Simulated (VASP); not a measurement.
Crystal: BaTe.

```
Ba Te
1.0
     5.16141    0.00000    0.00000
    -2.58071    4.46992    0.00000
     0.00000    0.00000    8.41310
Ba Te
2 2
Direct
  0.00000 0.00000 0.00000
  0.00000 0.00000 0.50000
  0.33333 0.66667 0.25000
  0.66667 0.33333 0.75000
```

| Item | Value |
| --- | --- |
| Program | VASP 6.6.1 |
| Task | relaxation of cell and atoms |
| Functional | PBE |
| Potentials or basis | VASP PAW PBE potentials, release 64 (Ba_sv, Te) |
| Cutoff | 600 eV |
| k mesh | 6 × 6 × 4 |
| Occupations | fermi-dirac, width 0.02 eV |
| Spin | no spin polarisation |

At the start: pressure -1.6 GPa; volume 48.52 Å³/atom.

Q: Where does the relaxation end?

A: Over 7 steps the energy falls by 35.8 meV/atom and the volume is 45.13 Å³/atom (-7.0 %); space group P6_3/mmc (No. 194, to 0.1 Å) before and after.

Step by step:
```tsv
step	energy change (eV)	largest force (eV/Å)	pressure (GPa)	volume (Å³)
1	0.0000	0.0000	-1.59	194.10
2	-0.1231	0.0000	0.05	180.79
3	-0.1263	0.0000	0.40	178.55
4	-0.1413	0.0000	0.08	180.18
5	-0.1429	0.0000	-0.06	180.96
6	-0.1429	0.0000	-0.05	180.91
7	-0.1430	0.0000	0.00	180.52
```

Final structure:
```
Ba Te
1.0
     4.91594    0.00000    0.00000
    -2.45797    4.25733    0.00000
     0.00000    0.00000    8.62555
Ba Te
2 2
Direct
  0.00000 0.00000 0.00000
  0.00000 0.00000 0.50000
  0.33333 0.66667 0.25000
  0.66667 0.33333 0.75000
```
